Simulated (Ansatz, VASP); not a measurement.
**Pt2Se in VASP and in Ansatz**

```xyz
6
Lattice="3.7629 0.0000 0.0000 0.0000 3.7629 0.0000 0.0000 0.0000 7.8969" Properties=species:S:1:pos:R:3 pbc="T T T"
Pt    0.0000    0.0000    0.0000
Pt    1.8814    1.8814    0.0000
Pt    1.8814    0.0000    5.0540
Pt    0.0000    1.8814    2.8429
Se    1.8814    0.0000    2.2111
Se    0.0000    1.8814    5.6858
```

Alike in both runs: task single point; functional PBE; k mesh 6 × 6 × 2; occupations gaussian, width 0.1 eV; no spin polarisation.

```csv
,VASP,Ansatz
version,VASP 6.6.1,Ansatz 0.2.0
potentials or method,"VASP PAW PBE potentials, release 64 (Pt, Se), cutoff 520 eV","scalar-relativistic, plane waves, PAW"
valence electrons in the cell,52,104
```

|  | VASP | Ansatz | Ansatz less VASP |
| --- | --- | --- | --- |
| gap on the k mesh at the Fermi level (eV) | none | none | - |
| pressure (GPa) | -6.2 | -6.0 | +0.18 |
| traceless stress, the component that is largest in VASP (GPa) | -3.95 | -3.94 | +0.016 |
| rms of the force components (eV/Å) | 0.225 | 0.226 | +0.0010 |

Atom by atom the forces differ by 0.003 eV/Å (rms over components). A gap of «none» marks a metal or a gap that the smearing closes. VASP's potentials hold 52 valence electrons a cell and Ansatz's 104, so a difference there can come from the potentials and not from the codes.

The k mesh is coarse, so the values compare programs but aren't converged. Spin-orbit coupling is off throughout.
